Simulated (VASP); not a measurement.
The system is Tm2GeF2.

```
CELL_PARAMETERS angstrom
5.05479 0.00000 0.00000
0.00000 5.05479 0.00000
0.00000 0.00000 4.02993
ATOMIC_POSITIONS crystal
Tm 0.00000 0.50000 0.50000
Tm 0.50000 0.00000 0.50000
Ge 0.50000 0.50000 0.00000
F 0.00000 0.00000 0.00000
F 0.50000 0.50000 0.50000
```

The cell was generated, and may not be a known phase.

| Property | Result |
| --- | --- |
| Program | VASP 6.6.1 |
| Task | relaxation of cell and atoms |
| Functional | PBE |
| Potentials or basis | VASP PAW PBE potentials, release 64 (Tm_3, Ge_d, F), 4f in core |
| Cutoff | 600 eV |
| k mesh | 3 × 3 × 3 |
| Occupations | gaussian, width 0.15 eV |
| Spin | no spin polarisation |

At the start: pressure 0.0 GPa; volume 20.59 Å³/atom.

Task: How do energy, volume and symmetry change on relaxing?

Result: Over 6 steps the energy falls by 36.7 meV/atom and the volume is 20.17 Å³/atom (-2.1 %); space group P4/mmm (No. 123, to 0.1 Å) before and after.

The path:
| step | energy change (eV) | largest force (eV/Å) | pressure (GPa) | volume (Å³) |
| --- | --- | --- | --- | --- |
| 1 | 0.0000 | 0.0000 | 0.02 | 102.97 |
| 2 | -0.1513 | 0.0000 | -0.73 | 102.89 |
| 3 | -0.1624 | 0.0000 | -0.87 | 102.54 |
| 4 | -0.1786 | 0.0000 | -0.83 | 102.74 |
| 5 | -0.1787 | 0.0000 | -0.89 | 102.72 |
| 6 | -0.1833 | 0.0000 | 0.10 | 100.84 |

Final structure:
```
CELL_PARAMETERS angstrom
4.86265 0.00000 0.00000
0.00000 4.86265 0.00000
0.00000 0.00000 4.26459
ATOMIC_POSITIONS crystal
Tm 0.00000 0.50000 0.50000
Tm 0.50000 0.00000 0.50000
Ge 0.50000 0.50000 0.00000
F 0.00000 0.00000 0.00000
F 0.50000 0.50000 0.50000
```

Caveat: the k points lie up to 0.49 Å⁻¹ apart in the final cell, too coarse for converged energies and pressures of a metal; the run has no spin polarisation, though such a crystal can be magnetic.
